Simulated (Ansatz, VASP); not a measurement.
## Two plane-wave programs on Li2S

```
Li S
1.0
     0.01070    2.85400    2.85400
     2.86470    0.00000    2.86470
     2.85400    2.85400    0.01070
Li S
2 1
Direct
  0.25000 0.25000 0.25000
  0.75000 0.75000 0.75000
  0.00000 0.00000 0.00000
```

Change from the starting cell: strain +0.0075 x Voigt [0, 0, 0, 0, 1, 0], atoms carried along.

Alike in both runs: task single point; functional PBE; k mesh 8 × 8 × 8; occupations gaussian, width 0.05 eV; no spin polarisation.

```csv
,VASP,Ansatz
version,VASP 6.6.1,Ansatz 0.2.0
potentials or method,"VASP PAW PBE potentials, release 64 (Li_sv, S), cutoff 750 eV","scalar-relativistic, plane waves, PAW"
valence electrons in the cell,12,12
```

```tsv
	VASP	Ansatz	Ansatz less VASP
gap on the k mesh at the Fermi level (eV)	3.38	3.38	+0.001
least direct gap on the mesh (eV)	4.23	4.23	-0.004
pressure (GPa)	-0.2	0.0	+0.13
traceless stress, the component that is largest in VASP (GPa)	-0.27	-0.27	0.000
rms of the force components (eV/Å)	0.004	0.004	-0.0001
```

Atom by atom the forces differ by 0.000 eV/Å (rms over components). The functional is the same, so the differences come from potentials, cutoffs and numerics.
